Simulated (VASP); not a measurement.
# KZnF3 (P4mm) in VASP: further runs

KZnF3 is run at these levels: LDA; tasks: single point.

Everything below comes from runs of VASP 6.6.1. Logs are shortened: lines on timing, memory, paths and dates and some standing lists are left out, and cuts for length are marked.

## (1) The cell of the first run

The structure is tetragonal, space group P4mm (No. 99). Conventional cell: a = 4.050 Å, b = 4.050 Å, c = 4.050 Å, α = 90.00°, β = 90.00°, γ = 90.00°. Within 3.8 Å of K (site symmetry 4mm) lie 12 F at 2.86 to 2.88 Å and 8 Zn at 3.51 Å. Zn (site symmetry 4mm) has 6 F at 1.72 to 2.33 Å within 2.4 Å. Within 2.4 Å of F (site symmetry 4mm) lie 2 Zn at 1.72 to 2.33 Å. F (site symmetry 2mm) has 2 Zn at 2.02 Å and 2 F at 2.66 Å within 2.7 Å.

## (2) Single point, LDA (atom 3 (F) moved by (+0.000, -0.300) A along [1 1 0] and z)

File INCAR:

```
SYSTEM = KZnF3
PREC = Accurate
ENCUT = 520
EDIFF = 1E-6
ISMEAR = 0
SIGMA = 0.05
LREAL = .FALSE.
LASPH = .TRUE.
NELM = 100
ALGO = Normal
ISIF = 2
LWAVE = .FALSE.
LCHARG = .FALSE.
NBANDS = 29
```

File KPOINTS:

```
regular mesh
0
G
  6 6 6
  0 0 0
```

File POSCAR:

```
KZnF3
1.0
    4.0500000000      0.0000000000      0.0000000000
    0.0000000000      4.0500000000      0.0000000000
    0.0000000000      0.0000000000      4.0500000000
K Zn F
1 1 3
Direct
    0.0000000000      0.0000000000      0.0000000000
    0.5000000000      0.5000000000      0.5000000000
    0.5000000000      0.5000000000     -0.0740740741
    0.0000000000      0.5000000000      0.5000000000
    0.5000000000      0.0000000000      0.5000000000
```

Potentials or basis: VASP PAW LDA potentials, release 64 (K_sv, Zn, F).

Launch:

```console
$ cat potpaw_LDA.64/K_sv/POTCAR potpaw_LDA.64/Zn/POTCAR potpaw_LDA.64/F/POTCAR > POTCAR
$ mpirun -np 1 vasp_std > vasp.out
```

OUTCAR:

```text
SYSTEM = KZnF3
   PREC = Accurate
   ENCUT = 520
   EDIFF = 1E-6
   ISMEAR = 0
   LREAL = .FALSE.
   LASPH = .TRUE.
   NELM = 100
   ISIF = 2

 ion  position               nearest neighbor table
   1  0.000  0.000  0.000-
   2  0.500  0.500  0.500-   3 1.72   4 2.02   5 2.02   5 2.02   4 2.02   3 2.33
   3  0.500  0.500  0.926-   2 1.72   2 2.33
   4  0.000  0.500  0.500-   2 2.02   2 2.02
   5  0.500  0.000  0.500-   2 2.02   2 2.02

  LATTYP: Found a simple cubic cell.
 ALAT       =     4.0500000000

  Lattice vectors:

 A1 = (   4.0500000000,   0.0000000000,   0.0000000000)
 A2 = (   0.0000000000,   4.0500000000,   0.0000000000)
 A3 = (   0.0000000000,   0.0000000000,   4.0500000000)

Analysis of symmetry for initial positions (statically):
=====================================================================
 Subroutine PRICEL returns:
 Original cell was already a primitive cell.

 Routine SETGRP: Setting up the symmetry group for a
 simple cubic supercell.

 Subroutine GETGRP returns: Found  8 space group operations
 (whereof  8 operations were pure point group operations)
 out of a pool of 48 trial point group operations.

The static configuration has the point symmetry C_4v.

Analysis of symmetry for dynamics (positions and initial velocities):
=====================================================================
 Subroutine PRICEL returns:
 Original cell was already a primitive cell.

 Routine SETGRP: Setting up the symmetry group for a
 simple cubic supercell.

 Subroutine GETGRP returns: Found  8 space group operations
 (whereof  8 operations were pure point group operations)
 out of a pool of 48 trial point group operations.

The dynamic configuration has the point symmetry C_4v.

 Subroutine INISYM returns: Found  8 space group operations
 (whereof  8 operations are pure point group operations),
 and found     1 'primitive' translations

----------------------------------------------------------------------------------------

                                     Primitive cell

  volume of cell :      66.4301

  direct lattice vectors                    reciprocal lattice vectors
     4.050000000  0.000000000  0.000000000     0.246913580  0.000000000  0.000000000
     0.000000000  4.050000000  0.000000000     0.000000000  0.246913580  0.000000000
     0.000000000  0.000000000  4.050000000     0.000000000  0.000000000  0.246913580

  length of vectors
     4.050000000  4.050000000  4.050000000     0.246913580  0.246913580  0.246913580

  position of ions in fractional coordinates (direct lattice)
     0.000000000  0.000000000  0.000000000
     0.500000000  0.500000000  0.500000000
     0.500000000  0.500000000  0.925925926
     0.000000000  0.500000000  0.500000000
     0.500000000  0.000000000  0.500000000

  ion indices of the primitive-cell ions
   primitive index   ion index
                 1           1
                 2           2
                 3           3
                 4           4
                 5           5

----------------------------------------------------------------------------------------

 KPOINTS: regular mesh

Automatic generation of k-mesh.
 Grid dimensions read from file:
 generate k-points for:    6    6    6

 Generating k-lattice:

  Cartesian coordinates                     Fractional coordinates (reciprocal lattice)
     0.041152263  0.000000000  0.000000000     0.166666667  0.000000000  0.000000000
     0.000000000  0.041152263  0.000000000     0.000000000  0.166666667  0.000000000
     0.000000000  0.000000000  0.041152263     0.000000000  0.000000000  0.166666667

  Length of vectors
     0.041152263  0.041152263  0.041152263

  Shift w.r.t. Gamma in fractional coordinates (k-lattice)
     0.000000000  0.000000000  0.000000000

 Subroutine IBZKPT returns following result:
 ===========================================

 Found     40 irreducible k-points:

 Following reciprocal coordinates:
            Coordinates               Weight
  0.000000  0.000000  0.000000      1.000000
  0.166667  0.000000  0.000000      4.000000
  0.000000  0.000000  0.166667      2.000000
  0.333333  0.000000  0.000000      4.000000
  0.000000  0.000000  0.333333      2.000000
  0.500000  0.000000  0.000000      2.000000
[... 16 lines left out ...]
  0.166667  0.166667  0.166667      8.000000
  0.333333  0.166667  0.166667     16.000000
 [... further k-points ...]
   k-points           NKPTS =     40   k-points in BZ     NKDIM =     40   number of bands    NBANDS=     29
   number of dos      NEDOS =    301   number of ions     NIONS =      5
   total plane-waves  NPLWV =  27000
   dimension x,y,z NGX =    30 NGY =   30 NGZ =   30
   dimension x,y,z NGXF=    60 NGYF=   60 NGZF=   60
   ions per type =               1   1   3
   NGX,Y,Z   is equivalent  to a cutoff of  12.31, 12.31, 12.31 a.u.
   NGXF,Y,Z  is equivalent  to a cutoff of  24.63, 24.63, 24.63 a.u.
 SYSTEM =  KZnF3
   PREC   = accura    normal or accurate (medium, high low for compatibility)
   ISTART =      0    job   : 0-new  1-cont  2-samecut
   ICHARG =      2    charge: 1-file 2-atom 10-const
   ISPIN  =      1    spin polarized calculation?
   LNONCOLLINEAR =      F non collinear calculations
   LSORBIT =      F    spin-orbit coupling
   LASPH  =      T    aspherical Exc in radial PAW
   ENCUT  =  520.0 eV  38.22 Ry    6.18 a.u.   7.53  7.53  7.53*2*pi/ulx,y,z
   NELM   =    100;   NELMIN=  2; NELMDL= -5     # of ELM steps
   EDIFF  = 0.1E-05   stopping-criterion for ELM
   LREAL  =      F    real-space projection
   EDIFFG = 0.1E-04   stopping-criterion for IOM
   NSW    =      0    number of steps for IOM
   IBRION =     -1    ionic relax: 0-MD 1-quasi-New 2-CG
   NFREE  =      0    steps in history (QN), initial steepest desc. (CG)
   ISIF   =      2    stress and relaxation
   ISYM   =      2    0-nonsym 1-usesym 2-fastsym
   POTIM  = 0.5000    time-step for ionic-motion
   TEBEG  =    0.0;   TEEND  =   0.0 temperature during run
   PSTRESS=    0.0 pullay stress
   NELECT =      42.0000    total number of electrons
   NUPDOWN=      -1.0000    fix difference up-down
   EMIN   =  10.00;   EMAX   =-10.00  energy-range for DOS
   EFERMI =   0.00;   METHOD = LEGACY
   ISMEAR =     0;   SIGMA  =   0.05  broadening in eV -4-tet -1-fermi 0-gaus
   EFERMI_NEDOS =   21; number of points for ismear=-14 and -15
   IALGO  =     38    algorithm
   IMIX   =      4    mixing-type and parameters
     AMIX     =   0.40;   BMIX     =  1.00
     AMIX_MAG =   1.60;   BMIX_MAG =  1.00
  volume/ion in A,a.u.               =      13.29        89.66
  Fermi-wavevector in a.u.,A,eV,Ry     =   1.405086  2.655228 26.861528  1.974267
  Thomas-Fermi vector in A             =   2.527583
   LORBIT       =      0    0 simple, 1 ext, 2 COOP (PROOUT), +10 PAW based schemes
   GGA     = CA    functional components
   LHFCALC =     F    Hartree Fock is set to
   AEXX    =    0.0000 exact exchange contribution
   IVDW    =     0    specifies the selected vdW correction
   LEPSILON=     F    determine dielectric tensor
   LRPA    =     F    only Hartree local field effects (RPA)
 non-spin polarized calculation
 Gauss-broadening in eV      SIGMA  =   0.05
  energy-cutoff  :      520.00
  volume of cell :       66.43
 maximum number of plane-waves:      1811
   NGX = 15   NGY = 15   NGZ = 15

 number of electron      41.9999985 magnetization

 Free energy of the ion-electron system (eV)
  ---------------------------------------------------
  ext. energy  EPLUGINS =         0.00000000
  ---------------------------------------------------
  free energy    TOTEN  =       -22.49360057 eV

  energy without entropy =      -22.49360057  energy(sigma->0) =      -22.49360057

 E-fermi :  -0.5645     XC(G=0): -10.5719

 val. band max:       -0.8933134124   @ k =   0.5000   0.5000   0.5000
 cond. band min:       2.4173886102   @ k =   0.0000   0.0000   0.0000
 fundamental gap:      3.3107020225
 Fermi energy:        -0.5645166082

 k-point     1 :       0.0000    0.0000    0.0000
  band No.  band energies     occupation
      1     -27.7648      2.00000
      2     -22.5581      2.00000
      3     -21.8148      2.00000
      4     -21.6375      2.00000
      5     -11.5004      2.00000
      6     -11.5004      2.00000
[... 21 lines left out ...]
     28       9.7356      0.00000
     29      12.7247      0.00000

 k-point     2 :       0.1667    0.0000    0.0000
  band No.  band energies     occupation
      1     -27.7586      2.00000
      2     -22.5341      2.00000
      3     -21.8118      2.00000
      4     -21.6610      2.00000
      5     -11.5050      2.00000
      6     -11.4879      2.00000
[... 21 lines left out ...]
     28       9.9249      0.00000
     29      12.4934      0.00000

 k-point     3 :       0.0000    0.0000    0.1667
  band No.  band energies     occupation
      1     -27.7585      2.00000
      2     -22.5241      2.00000
      3     -21.8473      2.00000
      4     -21.6360      2.00000
      5     -11.4878      2.00000
      6     -11.4878      2.00000
[... 21 lines left out ...]
     28       9.7964      0.00000
     29      12.8997      0.00000

 k-point     4 :       0.3333    0.0000    0.0000
  band No.  band energies     occupation
      1     -27.7460      2.00000
      2     -22.4824      2.00000
      3     -21.8033      2.00000
      4     -21.7120      2.00000
      5     -11.5060      2.00000
      6     -11.4626      2.00000
[... 21 lines left out ...]
     28      10.0878      0.00000
     29      12.0945      0.00000

 k-point     5 :       0.0000    0.0000    0.3333
  band No.  band energies     occupation
      1     -27.7460      2.00000
      2     -22.4441      2.00000
      3     -21.9235      2.00000
      4     -21.6316      2.00000
      5     -11.4814      2.00000
      6     -11.4622      2.00000
[... 21 lines left out ...]
     28       9.9688      0.00000
     29      12.5418      0.00000
[... 510 lines left out ...]
     28      10.2626      0.00000
     29      11.3295      0.00000

 k-point    22 :       0.0000    0.5000    0.5000
  band No.  band energies     occupation
      1     -27.7219      2.00000
      2     -22.2965      2.00000
      3     -21.8225      2.00000
      4     -21.8128      2.00000
      5     -11.5879      2.00000
      6     -11.5617      2.00000
[... 21 lines left out ...]
     28      10.6461      0.00000
     29      11.3125      0.00000

 k-point    23 :       0.1667    0.1667    0.1667
  band No.  band energies     occupation
      1     -27.7474      2.00000
      2     -22.4736      2.00000
      3     -21.8367      2.00000
      4     -21.6796      2.00000
      5     -11.5139      2.00000
      6     -11.5101      2.00000
[... 21 lines left out ...]
     28      10.0276      0.00000
     29      12.4364      0.00000

 k-point    24 :       0.3333    0.1667    0.1667
  band No.  band energies     occupation
      1     -27.7366      2.00000
      2     -22.4188      2.00000
      3     -21.8215      2.00000
      4     -21.7298      2.00000
      5     -11.5393      2.00000
      6     -11.5049      2.00000
[... 21 lines left out ...]
     28      10.1847      0.00000
     29      11.8180      0.00000

 [... further k-points ...]

------------------------ aborting loop because EDIFF is reached ----------------------------------------

  FORCE on cell =-STRESS in cart. coord.  units (eV):
  Direction    XX          YY          ZZ          XY          YZ          ZX
  --------------------------------------------------------------------------------------
  -------------------------------------------------------------------------------------
  Total       -1.1956943     -1.1956943      4.0626946      0.0000000      0.0000000      0.0000000
  in kB      -28.8380355    -28.8380355     97.9850213      0.0000000      0.0000000      0.0000000
  external PRESSURE =      13.4363167 kB  Pullay stress =       0.0000000 kB

 VOLUME and BASIS-vectors are now :
 -----------------------------------------------------------------------------
  energy-cutoff  :      520.00
  volume of cell :       66.43
      direct lattice vectors                 reciprocal lattice vectors
     4.050000000  0.000000000  0.000000000     0.246913580  0.000000000  0.000000000
     0.000000000  4.050000000  0.000000000     0.000000000  0.246913580  0.000000000
     0.000000000  0.000000000  4.050000000     0.000000000  0.000000000  0.246913580

 POSITION                                       TOTAL-FORCE (eV/Angst)
 -----------------------------------------------------------------------------------
      0.00000      0.00000      0.00000        -0.000000      0.000000     -0.078839
      2.02500      2.02500      2.02500        -0.000000     -0.000000     -3.541416
      2.02500      2.02500      3.75000        -0.000000      0.000000      4.705777
      0.00000      2.02500      2.02500         0.000000      0.000000     -0.542761
      2.02500      0.00000      2.02500        -0.000000      0.000000     -0.542761
 -----------------------------------------------------------------------------------
    total drift:                                0.000000      0.000000      0.001947

  FREE ENERGIE OF THE ION-ELECTRON SYSTEM (eV)
  ---------------------------------------------------
  free  energy   TOTEN  =       -22.4936005681 eV

  energy  without entropy=      -22.4936005681  energy(sigma->0) =      -22.49360057
```

Wall time 1.9 min (1 thread of Intel Xeon 8259CL, shared host); peak memory 0.2 GiB.

Results:

```
Free energy            : -22.4936 eV
Pressure               : 1.3 GPa
Largest force          : 4.706 eV/Å
Band gap on the k mesh : 3.31 eV (least direct gap 5.17 eV)
```

Forces in eV/Å, atoms in the order of the input:
```
K    0.000  0.000 -0.079
Zn   0.000  0.000 -3.541
F    0.000  0.000  4.706
F    0.000  0.000 -0.543
F    0.000  0.000 -0.543
```

Stress tensor (GPa, compression positive):
```
-2.88  0.00  0.00
 0.00 -2.88  0.00
 0.00  0.00  9.80
```

Levels at points of the mesh, in eV from the valence-band top:
| k point | band 17 | band 18 | band 19 | band 20 | band 21 | band 22 | band 23 | band 24 | band 25 | band 26 |
| --- | --- | --- | --- | --- | --- | --- | --- | --- | --- | --- |
| (0.00, 0.00, 0.00) | -2.20 | -2.20 | -1.95 | -1.95 | -1.86 | 3.31 | 8.15 | 8.15 | 8.84 | 10.61 |
| (0.50, 0.00, 0.00) | -2.39 | -2.06 | -1.92 | -1.91 | -1.39 | 5.95 | 7.72 | 9.06 | 10.53 | 10.70 |
| (0.00, 0.00, 0.50) | -2.24 | -2.24 | -1.79 | -1.79 | -1.65 | 5.86 | 7.91 | 9.15 | 10.68 | 10.68 |
| (0.50, 0.50, 0.00) | -2.02 | -2.02 | -2.00 | -1.69 | -0.23 | 7.25 | 9.58 | 9.58 | 9.63 | 11.08 |
| (0.00, 0.50, 0.50) | -2.22 | -2.01 | -1.86 | -1.74 | -0.05 | 7.03 | 9.04 | 9.94 | 10.10 | 10.72 |
| (0.50, 0.50, 0.50) | -1.75 | -1.75 | -1.67 | -0.23 | 0.00 | 7.32 | 8.01 | 8.01 | 10.17 | 11.58 |

Caveat: the cell differs from its parent crystal (atom 3 (F) moved by (+0.000, -0.300) A along [1 1 0] and z); forces of over 1 eV/Å act on the atoms, so gaps and moduli don't describe the material at rest.

## (3) Single point, LDA (atom 3 (F) moved by (+0.000, -0.150) A along [1 1 0] and z)

File INCAR:

```
PREC = Accurate
ENCUT = 520
EDIFF = 1E-6
ISMEAR = 0
SIGMA = 0.05
LREAL = False
LASPH = True
NELM = 100
ALGO = Normal
ISIF = 2
LWAVE = False
LCHARG = False
GGA = CA
NBANDS = 29
```

File KPOINTS:

```
Automatic mesh
0
Gamma
  6 6 6
```

POSCAR: that of step 2 with these lines changed.

```diff
@@ -10,3 +10,3 @@
     0.5000000000      0.5000000000      0.5000000000
-    0.5000000000      0.5000000000     -0.0740740741
+    0.5000000000      0.5000000000     -0.0370370370
     0.0000000000      0.5000000000      0.5000000000
```

Potentials or basis: VASP PAW LDA potentials, release 64 (K_sv, Zn, F).

Launch:

```console
$ cat potpaw_LDA.64/K_sv/POTCAR potpaw_LDA.64/Zn/POTCAR potpaw_LDA.64/F/POTCAR > POTCAR
$ mpirun -np 1 vasp_std > vasp.out
```

Run time: 2.1 min. Hardware: 1 thread of Intel Xeon 8259CL, shared host; peak memory 0.2 GiB.

The run converged. Its results:

```yaml
Free_energy: -22.9459 eV
Pressure: -3.0 GPa
Largest_force: 1.681 eV/Å
Band_gap_on_the_k_mesh: 3.53 eV (least direct gap 5.35 eV)
```

Forces in eV/Å, atoms in the order of the input:
```
K    0.000  0.000 -0.041
Zn   0.000  0.000 -1.095
F    0.000  0.000  1.681
F    0.000  0.000 -0.272
F    0.000  0.000 -0.272
```

Stress tensor (GPa, compression positive):
```
-3.98  0.00  0.00
 0.00 -3.98  0.00
 0.00  0.00 -1.10
```

Levels at points of the mesh, in eV from the valence-band top:
```
           k point  band 19  band 20  band 21  band 22  band 23  band 24
(0.00, 0.00, 0.00)    -1.84    -1.84    -1.82     3.53     8.40     8.40
(0.50, 0.00, 0.00)    -1.73    -1.73    -1.53     6.29     7.97     9.36
(0.00, 0.00, 0.50)    -1.70    -1.70    -1.63     6.26     8.02     9.39
(0.50, 0.50, 0.00)    -1.83    -1.50    -0.06     7.71     9.82     9.82
(0.00, 0.50, 0.50)    -1.79    -1.52    -0.01     7.63     9.56     9.95
(0.50, 0.50, 0.50)    -1.48    -0.05     0.00     7.95     8.17     8.17
```

Caveat: the cell differs from its parent crystal (atom 3 (F) moved by (+0.000, -0.150) A along [1 1 0] and z); the cell stands under tension; forces of over 1 eV/Å act on the atoms, so gaps and moduli don't describe the material at rest.
